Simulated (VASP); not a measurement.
# ZnS (P2_1) in VASP: a series of runs

Runs on ZnS. Level: PBE. Tasks: single point.

All numbers are computed with VASP 6.6.1; they aren't measurements. Logs are shortened: lines on timing, memory, paths and dates and some standing lists are left out, and cuts for length are marked.

## (1) The cell of the first run

It takes space group P2_1 (No. 4, monoclinic). The conventional cell has a = 3.846 Å, b = 6.304 Å, c = 3.846 Å, α = 90.00°, β = 120.00°, γ = 90.00°. Zn (site symmetry 1) has 4 S at 2.32 to 2.40 Å within 3.1 Å. Within 3.1 Å of S (site symmetry 1) lie 4 Zn at 2.32 to 2.40 Å.

## (2) Single point, PBE (mode 4 frozen in at -0.131 Å and mode 5 at -0.196 Å (largest displacements))

The input, INCAR:

```
SYSTEM = ZnS
PREC = Accurate
ENCUT = 520
EDIFF = 1E-7
ISMEAR = 0
SIGMA = 0.05
LREAL = .False.
LASPH = .True.
NELM = 60
ALGO = Normal
ISIF = 2
LWAVE = .False.
LCHARG = .True.
GGA = PE
LELF = .True.
LVHAR = .True.
NBANDS = 26
```

The input, KPOINTS:

```
Automatic mesh
0
Gamma
  9 9 4
  0 0 0
```

The input, POSCAR:

```
ZnS
1.0
    3.8455587354      0.0000000000      0.0000000000
   -1.9227793677      3.3303515566      0.0000000000
    0.0000000000      0.0000000000      6.3037246812
Zn S
2 2
Direct
    0.2699197517      0.6078140210      0.0052003729
    0.7300802483      0.3921859790      0.5052003729
    0.3845778298      0.7142254721      0.3797996271
    0.6154221702      0.2857745279      0.8797996271
```

Potentials or basis: VASP PAW PBE potentials, release 64 (Zn, S).

The run is started by

```sh
cat potpaw_PBE.64/Zn/POTCAR potpaw_PBE.64/S/POTCAR > POTCAR
mpirun -np 1 vasp_std > vasp.out
```

OUTCAR:

```text
SYSTEM = ZnS
   PREC = Accurate
   ENCUT = 520
   EDIFF = 1E-7
   ISMEAR = 0
   LREAL = .False.
   LASPH = .True.
   NELM = 60
   ISIF = 2
   GGA = PE

 ion  position               nearest neighbor table
   1  0.270  0.608  0.005-   4 2.32   4 2.36   4 2.39   3 2.40
   2  0.730  0.392  0.505-   3 2.32   3 2.36   3 2.39   4 2.40
   3  0.385  0.714  0.380-   2 2.32   2 2.36   2 2.39   1 2.40
   4  0.615  0.286  0.880-   1 2.32   1 2.36   1 2.39   2 2.40

  LATTYP: Found a hexagonal cell.
 ALAT       =     3.8455587354
 C/A-ratio  =     1.6392220520

  Lattice vectors:

 A1 = (   3.8455587354,   0.0000000000,   0.0000000000)
 A2 = (  -1.9227793677,   3.3303515566,   0.0000000000)
 A3 = (   0.0000000000,   0.0000000000,   6.3037246812)

Analysis of symmetry for initial positions (statically):
=====================================================================
 Subroutine PRICEL returns:
 Original cell was already a primitive cell.

 Routine SETGRP: Setting up the symmetry group for a
 hexagonal supercell.

 Subroutine GETGRP returns: Found  2 space group operations
 (whereof  1 operations were pure point group operations)
 out of a pool of 24 trial point group operations.

The static configuration has the point symmetry C_1 .
 The point group associated with its full space group is C_2 .

Analysis of symmetry for dynamics (positions and initial velocities):
=====================================================================
 Subroutine PRICEL returns:
 Original cell was already a primitive cell.

 Routine SETGRP: Setting up the symmetry group for a
 hexagonal supercell.

 Subroutine GETGRP returns: Found  2 space group operations
 (whereof  1 operations were pure point group operations)
 out of a pool of 24 trial point group operations.

The dynamic configuration has the point symmetry C_1 .
 The point group associated with its full space group is C_2 .

 Subroutine INISYM returns: Found  2 space group operations
 (whereof  1 operations are pure point group operations),
 and found     1 'primitive' translations

----------------------------------------------------------------------------------------

                                     Primitive cell

  volume of cell :      80.7322

  direct lattice vectors                    reciprocal lattice vectors
     3.845558735  0.000000000  0.000000000     0.260040236  0.150134300  0.000000000
    -1.922779368  3.330351557  0.000000000     0.000000000  0.300268600  0.000000000
     0.000000000  0.000000000  6.303724681     0.000000000  0.000000000  0.158636370

  length of vectors
     3.845558735  3.845558735  6.303724681     0.300268600  0.300268600  0.158636370

  position of ions in fractional coordinates (direct lattice)
     0.269919752  0.607814021  0.005200373
     0.730080248  0.392185979  0.505200373
     0.384577830  0.714225472  0.379799627
     0.615422170  0.285774528  0.879799627

  ion indices of the primitive-cell ions
   primitive index   ion index
                 1           1
                 2           2
                 3           3
                 4           4

----------------------------------------------------------------------------------------

 KPOINTS: Automatic mesh

Automatic generation of k-mesh.
 Grid dimensions read from file:
 generate k-points for:    9    9    4

 Generating k-lattice:

  Cartesian coordinates                     Fractional coordinates (reciprocal lattice)
     0.028893360  0.016681589  0.000000000     0.111111111  0.000000000  0.000000000
     0.000000000  0.033363178  0.000000000     0.000000000  0.111111111  0.000000000
     0.000000000  0.000000000  0.039659092     0.000000000  0.000000000  0.250000000

  Length of vectors
     0.033363178  0.033363178  0.039659092

  Shift w.r.t. Gamma in fractional coordinates (k-lattice)
     0.000000000  0.000000000  0.000000000

 Subroutine IBZKPT returns following result:
 ===========================================

 Found    123 irreducible k-points:

 Following reciprocal coordinates:
            Coordinates               Weight
  0.000000  0.000000  0.000000      1.000000
  0.111111  0.000000  0.000000      2.000000
  0.000000  0.111111  0.000000      2.000000
 -0.111111  0.111111  0.000000      2.000000
  0.222222  0.000000  0.000000      2.000000
  0.000000  0.222222  0.000000      2.000000
[... 16 lines left out ...]
  0.333333  0.111111  0.000000      2.000000
 -0.111111  0.444444  0.000000      2.000000
 [... further k-points ...]
   k-points           NKPTS =    123   k-points in BZ     NKDIM =    123   number of bands    NBANDS=     26
   number of dos      NEDOS =    301   number of ions     NIONS =      4
   total plane-waves  NPLWV =  43200
   dimension x,y,z NGX =    30 NGY =   30 NGZ =   48
   dimension x,y,z NGXF=    60 NGYF=   60 NGZF=   96
   ions per type =               2   2
   NGX,Y,Z   is equivalent  to a cutoff of  12.97, 12.97, 12.66 a.u.
   NGXF,Y,Z  is equivalent  to a cutoff of  25.94, 25.94, 25.32 a.u.
 SYSTEM =  ZnS
   PREC   = accura    normal or accurate (medium, high low for compatibility)
   ISTART =      0    job   : 0-new  1-cont  2-samecut
   ICHARG =      2    charge: 1-file 2-atom 10-const
   ISPIN  =      1    spin polarized calculation?
   LNONCOLLINEAR =      F non collinear calculations
   LSORBIT =      F    spin-orbit coupling
   LASPH  =      T    aspherical Exc in radial PAW
   ENCUT  =  520.0 eV  38.22 Ry    6.18 a.u.   7.15  7.15 11.72*2*pi/ulx,y,z
   NELM   =     60;   NELMIN=  2; NELMDL= -5     # of ELM steps
   EDIFF  = 0.1E-06   stopping-criterion for ELM
   LREAL  =      F    real-space projection
   EDIFFG = 0.1E-05   stopping-criterion for IOM
   NSW    =      0    number of steps for IOM
   IBRION =     -1    ionic relax: 0-MD 1-quasi-New 2-CG
   NFREE  =      0    steps in history (QN), initial steepest desc. (CG)
   ISIF   =      2    stress and relaxation
   ISYM   =      2    0-nonsym 1-usesym 2-fastsym
   POTIM  = 0.5000    time-step for ionic-motion
   TEBEG  =    0.0;   TEEND  =   0.0 temperature during run
   PSTRESS=    0.0 pullay stress
   NELECT =      36.0000    total number of electrons
   NUPDOWN=      -1.0000    fix difference up-down
   EMIN   =  10.00;   EMAX   =-10.00  energy-range for DOS
   EFERMI =   0.00;   METHOD = LEGACY
   ISMEAR =     0;   SIGMA  =   0.05  broadening in eV -4-tet -1-fermi 0-gaus
   EFERMI_NEDOS =   21; number of points for ismear=-14 and -15
   IALGO  =     38    algorithm
   IMIX   =      4    mixing-type and parameters
     AMIX     =   0.40;   BMIX     =  1.00
     AMIX_MAG =   1.60;   BMIX_MAG =  1.00
  volume/ion in A,a.u.               =      20.18       136.20
  Fermi-wavevector in a.u.,A,eV,Ry     =   1.250720  2.363518 21.283599  1.564300
  Thomas-Fermi vector in A             =   2.384701
   LORBIT       =      0    0 simple, 1 ext, 2 COOP (PROOUT), +10 PAW based schemes
   GGA     = PE    functional components
   LHFCALC =     F    Hartree Fock is set to
   AEXX    =    0.0000 exact exchange contribution
   IVDW    =     0    specifies the selected vdW correction
   LEPSILON=     F    determine dielectric tensor
   LRPA    =     F    only Hartree local field effects (RPA)
 non-spin polarized calculation
 Gauss-broadening in eV      SIGMA  =   0.05
  energy-cutoff  :      520.00
  volume of cell :       80.73
 maximum number of plane-waves:      2208
 NGX is ok and might be reduce to    30
   NGX = 15   NGY = 15   NGZ = 23

 number of electron      35.9999994 magnetization

 Free energy of the ion-electron system (eV)
  ---------------------------------------------------
  ext. energy  EPLUGINS =         0.00000000
  ---------------------------------------------------
  free energy    TOTEN  =       -13.60315150 eV

  energy without entropy =      -13.60315150  energy(sigma->0) =      -13.60315150

 E-fermi :   2.1817     XC(G=0):  -9.5344

 val. band max:        1.9701489713   @ k =   0.0000   0.0000   0.0000
 cond. band min:       3.9237486188   @ k =   0.0000   0.0000   0.0000
 fundamental gap:      1.9535996475
 Fermi energy:         2.1816736676

 k-point     1 :       0.0000    0.0000    0.0000
  band No.  band energies     occupation
      1     -11.0694      2.00000
      2     -10.1697      2.00000
      3      -4.3812      2.00000
      4      -4.3568      2.00000
      5      -4.2788      2.00000
      6      -4.2653      2.00000
[... 18 lines left out ...]
     25       9.8167      0.00000
     26      10.6512      0.00000

 k-point     2 :       0.1111    0.0000    0.0000
  band No.  band energies     occupation
      1     -10.9897      2.00000
      2     -10.1223      2.00000
      3      -4.3834      2.00000
      4      -4.3464      2.00000
      5      -4.2639      2.00000
      6      -4.2409      2.00000
[... 18 lines left out ...]
     25      10.0090      0.00000
     26      10.2007      0.00000

 k-point     3 :       0.0000    0.1111    0.0000
  band No.  band energies     occupation
      1     -10.9886      2.00000
      2     -10.1274      2.00000
      3      -4.3705      2.00000
      4      -4.3379      2.00000
      5      -4.2807      2.00000
      6      -4.2566      2.00000
[... 18 lines left out ...]
     25       9.8001      0.00000
     26      10.4030      0.00000

 k-point     4 :      -0.1111    0.1111    0.0000
  band No.  band energies     occupation
      1     -10.9895      2.00000
      2     -10.1249      2.00000
      3      -4.3779      2.00000
      4      -4.3406      2.00000
      5      -4.2741      2.00000
      6      -4.2493      2.00000
[... 18 lines left out ...]
     25       9.9635      0.00000
     26      10.4221      0.00000

 k-point     5 :       0.2222    0.0000    0.0000
  band No.  band energies     occupation
      1     -10.7718      2.00000
      2     -10.0027      2.00000
      3      -4.3752      2.00000
      4      -4.3205      2.00000
      5      -4.2277      2.00000
      6      -4.1774      2.00000
[... 18 lines left out ...]
     25      10.0014      0.00000
     26      10.7788      0.00000

 k-point     6 :       0.0000    0.2222    0.0000
  band No.  band energies     occupation
      1     -10.7651      2.00000
      2     -10.0254      2.00000
      3      -4.3467      2.00000
      4      -4.2936      2.00000
      5      -4.2688      2.00000
      6      -4.2350      2.00000
[... 427 lines left out ...]
 k-point    21 :       0.1111    0.2222    0.0000
  band No.  band energies     occupation
      1     -10.5734      2.00000
      2      -9.9460      2.00000
      3      -4.3231      2.00000
      4      -4.2830      2.00000
      5      -4.2357      2.00000
      6      -4.1835      2.00000
[... 18 lines left out ...]
     25      10.5430      0.00000
     26      10.8126      0.00000

 k-point    22 :       0.3333   -0.1111    0.0000
  band No.  band energies     occupation
      1     -10.5865      2.00000
      2      -9.9149      2.00000
      3      -4.3402      2.00000
      4      -4.2852      2.00000
      5      -4.2206      2.00000
      6      -4.1384      2.00000
[... 18 lines left out ...]
     25      10.7268      0.00000
     26      11.5513      0.00000

 k-point    23 :       0.3333    0.1111    0.0000
  band No.  band energies     occupation
      1     -10.3136      2.00000
      2      -9.8325      2.00000
      3      -4.2971      2.00000
      4      -4.2373      2.00000
      5      -4.1653      2.00000
      6      -4.1055      2.00000
[... 18 lines left out ...]
     25      11.1912      0.00000
     26      11.3621      0.00000

 k-point    24 :      -0.1111    0.4444    0.0000
  band No.  band energies     occupation
      1     -10.2701      2.00000
      2      -9.9135      2.00000
      3      -4.3197      2.00000
      4      -4.2551      2.00000
      5      -4.1577      2.00000
      6      -4.0988      2.00000
[... 18 lines left out ...]
     25      10.5211      0.00000
     26      11.7643      0.00000

 [... further k-points ...]
[... 5 lines left out ...]
  --------------------------------------------------------------------------------------
  -------------------------------------------------------------------------------------
  Total       -0.1378318      0.1493558     -0.3744607     -0.2017846      0.0000000      0.0000000
  in kB       -2.7353515      2.9640521     -7.4313897     -4.0045332      0.0000000      0.0000000
  external PRESSURE =      -2.4008963 kB  Pullay stress =       0.0000000 kB

 VOLUME and BASIS-vectors are now :
 -----------------------------------------------------------------------------
  energy-cutoff  :      520.00
  volume of cell :       80.73
      direct lattice vectors                 reciprocal lattice vectors
     3.845558735  0.000000000  0.000000000     0.260040236  0.150134300  0.000000000
    -1.922779368  3.330351557  0.000000000     0.000000000  0.300268600  0.000000000
     0.000000000  0.000000000  6.303724681     0.000000000  0.000000000  0.158636370

 POSITION                                       TOTAL-FORCE (eV/Angst)
 -----------------------------------------------------------------------------------
     -0.13070      2.02423      0.03278         0.201753      0.232487      0.108362
      2.05348      1.30612      3.18464        -0.201753     -0.232487      0.108362
      0.10562      2.37862      2.39415        -0.043055     -0.112411     -0.108362
      1.81716      0.95173      5.54601         0.043055      0.112411     -0.108362
 -----------------------------------------------------------------------------------
    total drift:                                0.000000     -0.000000     -0.000461

  FREE ENERGIE OF THE ION-ELECTRON SYSTEM (eV)
  ---------------------------------------------------
  free  energy   TOTEN  =       -13.6031515008 eV

  energy  without entropy=      -13.6031515008  energy(sigma->0) =      -13.60315150
```

Run time: 4.3 min. Hardware: 1 thread of Intel Xeon 6975P-C, shared host; peak memory 0.34 GiB.

What came out:

* Free energy: -13.6032 eV
* Pressure: -0.2 GPa
* Largest force: 0.326 eV/Å
* Band gap on the k mesh: 1.95 eV, direct

Forces in eV/Å, atoms in the order of the input:
```
Zn   0.202  0.232  0.108
Zn  -0.202 -0.232  0.108
S   -0.043 -0.112 -0.108
S    0.043  0.112 -0.108
```

Stress tensor (GPa, compression positive):
```
-0.27 -0.40  0.00
-0.40  0.30  0.00
 0.00  0.00 -0.74
```

Levels at points of the mesh, in eV from the valence-band top:
| k point | band 14 | band 15 | band 16 | band 17 | band 18 | band 19 | band 20 | band 21 | band 22 | band 23 |
| --- | --- | --- | --- | --- | --- | --- | --- | --- | --- | --- |
| (0.00, 0.00, 0.00) | -0.92 | -0.81 | -0.21 | -0.08 | 0.00 | 1.95 | 3.04 | 5.91 | 6.42 | 6.71 |
| (0.00, 0.00, 0.50) | -2.84 | -0.56 | -0.56 | -0.44 | -0.44 | 3.38 | 3.38 | 6.39 | 6.39 | 6.69 |

Caveat: the cell differs from its parent crystal (mode 4 frozen in at -0.131 Å and mode 5 at -0.196 Å (largest displacements)).

## (3) Single point, PBE (mode 4 frozen in at -0.131 Å and mode 5 at +0.196 Å (largest displacements))

The input, INCAR:

```
SYSTEM = ZnS
PREC     = Accurate       ! precision mode
ENCUT    = 520            ! plane-wave cutoff, eV
EDIFF    = 1E-6           ! SCF threshold, eV
ISMEAR   = 0              ! smearing method
SIGMA    = 0.05           ! smearing width, eV
LREAL    = .FALSE.        ! projectors in reciprocal space
LASPH    = .TRUE.         ! aspherical terms in the spheres
NELM     = 80             ! most SCF steps
ALGO     = Normal         ! electronic algorithm
ISIF     = 2              ! what is computed and relaxed
LWAVE    = .FALSE.        ! write WAVECAR
LCHARG   = .TRUE.         ! write CHGCAR
GGA      = PE             ! functional
LELF     = .TRUE.         ! ELF
LVHAR    = .TRUE.       
NBANDS   = 26             ! bands
```

The input, KPOINTS:

```
Automatic mesh
0
G
  9 9 4
  0 0 0
```

The input, POSCAR:

```
ZnS
1.0
    3.8455587354      0.0000000000      0.0000000000
   -1.9227793677      3.3303515566      0.0000000000
    0.0000000000      0.0000000000      6.3037246812
Zn S
2 2
Direct
    0.3287723973      0.7255193123      0.0052003729
    0.6712276027      0.2744806877      0.5052003729
    0.3370190244      0.6191078612      0.3797996271
    0.6629809756      0.3808921388      0.8797996271
```

Potentials or basis: VASP PAW PBE potentials, release 64 (Zn, S).

The run is started by

```sh
cat potpaw_PBE.64/Zn/POTCAR potpaw_PBE.64/S/POTCAR > POTCAR
mpirun -np 1 vasp_std > vasp.out
```

Run time: 3.6 min. Hardware: 1 thread of Intel Xeon 6975P-C, shared host; peak memory 0.34 GiB.

The run converged. Its results:

| Item | Value |
| --- | --- |
| Free energy | -13.6042 eV |
| Pressure | -0.3 GPa |
| Largest force | 0.313 eV/Å |
| Band gap on the k mesh | 1.97 eV, direct |

Forces in eV/Å, atoms in the order of the input:
```
Zn   0.130 -0.263  0.109
Zn  -0.130  0.263  0.109
S   -0.093  0.092 -0.109
S    0.093 -0.092 -0.109
```

Stress tensor (GPa, compression positive):
```
 0.42 -0.07  0.00
-0.07 -0.42  0.00
 0.00  0.00 -0.77
```

Levels at points of the mesh, in eV from the valence-band top:
| k point | band 16 | band 17 | band 18 | band 19 | band 20 | band 21 |
| --- | --- | --- | --- | --- | --- | --- |
| (0.00, 0.00, 0.00) | -0.18 | -0.07 | 0.00 | 1.97 | 3.06 | 5.93 |
| (0.00, 0.00, 0.50) | -0.54 | -0.43 | -0.43 | 3.39 | 3.39 | 6.41 |

Caveat: the cell differs from its parent crystal (mode 4 frozen in at -0.131 Å and mode 5 at +0.196 Å (largest displacements)).
